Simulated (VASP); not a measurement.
Write the native input for VASP 6.6.1 that does the following.

| Item | Value |
| --- | --- |
| Task | single point |
| Functional | PBEsol |
| Potentials or basis | VASP PAW PBE potentials, release 64 (Si, Ge_d) |
| Cutoff | 520 eV |
| k mesh | 8 × 8 × 8 |
| Occupations | gaussian, width 0.01 eV |
| Spin | no spin polarisation |
| Dipole correction | no |
| Further INCAR settings | ALGO = Normal; EDIFF = 1e-06; NBANDS = 31 |

The structure of Si7Ge lies in POSCAR:

```
Si7Ge
1.0
    5.4591768100      0.0000000000      0.0000000000
    0.0000000000      5.4591768100      0.0000000000
    0.1091835362      0.0000000000      5.4591768100
Si Ge
7 1
Direct
    0.2526690019      0.2512464627      0.2526682910
    0.0000000000      0.5013258948      0.5000000000
    0.5000000000      0.5013255387      0.0000000000
    0.5000000000      0.0010697506      0.5000000000
    0.7473309981      0.2512464627      0.7473317090
    0.7474770811      0.7460456317      0.2525219350
    0.2525229189      0.7460456317      0.7474780650
    0.0000000000      0.0016946272      0.0000000000
```

This cell differs from its parent crystal: shear of c along a, cell held: +2.0 %, then relaxed in part.

The input as run:

INCAR

```
SYSTEM = Si7Ge
PREC = Accurate ; ENCUT = 520
EDIFF = 1E-6 ; ISMEAR = 0
SIGMA = 0.01 ; LREAL = .False.
LASPH = .True. ; NELM = 100
ALGO = Normal ; ISIF = 2
LWAVE = .False. ; LCHARG = .False.
GGA = PS ; NBANDS = 31
```

KPOINTS

```
regular mesh
0
Gamma
  8 8 8
  0 0 0
```

Potentials or basis: VASP PAW PBE potentials, release 64 (Si, Ge_d).

Command:

```sh
$ cat potpaw_PBE.64/Si/POTCAR potpaw_PBE.64/Ge_d/POTCAR > POTCAR
$ mpirun -np 1 vasp_std > vasp.out
```

It gave:

- Pressure: 0.1 GPa
- Largest force: 0.009 eV/Å
- Band gap on the k mesh: 0.16 eV, direct

Caveat: the cell differs from its parent crystal (shear of c along a, cell held: +2.0 %, then relaxed in part); the PAW data sets were made with another functional, which shifts forces and pressure a little.

Wall time 13 min on 1 thread of Intel Xeon 6975P-C, on a shared host, peak memory 0.75 GiB.
